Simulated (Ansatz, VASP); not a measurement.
**Two plane-wave programs on Ta**

File INCAR:

```
PREC = Accurate
ENCUT = 520
EDIFF = 1E-6
ISMEAR = 0
SIGMA = 0.15
LREAL = F
LASPH = T
NELM = 100
ALGO = Fast
ISIF = 2
LWAVE = F
LCHARG = T
GGA = PS
LELF = T
LVHAR = T
NBANDS = 12
```

KPOINTS

```
regular mesh
0
Gamma
  20 20 20
```

The input POSCAR:

```
Ta
1.0
   -1.8206537848      1.6402286350      1.7222400668
    1.8206537848     -1.6402286350      1.7222400668
    1.8206537848      1.6402286350     -1.7222400668
Ta
1
Direct
    0.0000000000      0.0000000000      0.0000000000
```

Input for Ansatz:

```yaml
crystal:
  lattice:
    - [-1.8206537848, 1.640228635, 1.7222400668]
    - [1.8206537848, -1.640228635, 1.7222400668]
    - [1.8206537848, 1.640228635, -1.7222400668]
  atoms:
    - { symbol: Ta, position: [0.0, 0.0, 0.0] }
basis:
  ecutwfc: 420
kpoints:
  mp_grid: { grid: [20, 20, 20] }
hamiltonian:
  xc: pbesol
  pseudopotentials: { kind: paw, azcp: { folder: soft_1 } }
scf:
  occupations: { method: gaussian, width: 0.15 }
output:
  forces: true
  stress: true
  eigenvalues: true
```

Change from the starting cell: normal strain along x +0.1100, normal strain along z +0.0500.

Alike in both runs: task single point; functional PBEsol; k mesh 20 × 20 × 20; occupations gaussian, width 0.15 eV; no spin polarisation.

```csv
,VASP,Ansatz
version,VASP 6.6.1,Ansatz 0.2.0
potentials or method,"VASP PAW PBE potentials, release 64 (Ta_pv), cutoff 520 eV","scalar-relativistic, plane waves, PAW"
valence electrons in the cell,11,13
```

Ansatz gave:

| Item | Value |
| --- | --- |
| gap on the k mesh at the Fermi level (eV) | none |
| pressure (GPa) | -23.1 |
| traceless stress, the component that is largest in VASP (GPa) | -3.24 |

**Question.** Which values does VASP return?

**Answer.** gap on the k mesh at the Fermi level (eV): none; pressure (GPa): -23.1; traceless stress, the component that is largest in VASP (GPa): -3.25.

VASP's potentials were made for PBE, not for PBEsol, and Ansatz warns of the same on its side. A gap of «none» marks a metal or a gap that the smearing closes. With one functional, cell and mesh, what is left measures potentials, basis and numerics. VASP's potentials hold 11 valence electrons a cell and Ansatz's 13, so a difference there can come from the potentials and not from the codes.

Spin-orbit coupling is off throughout.
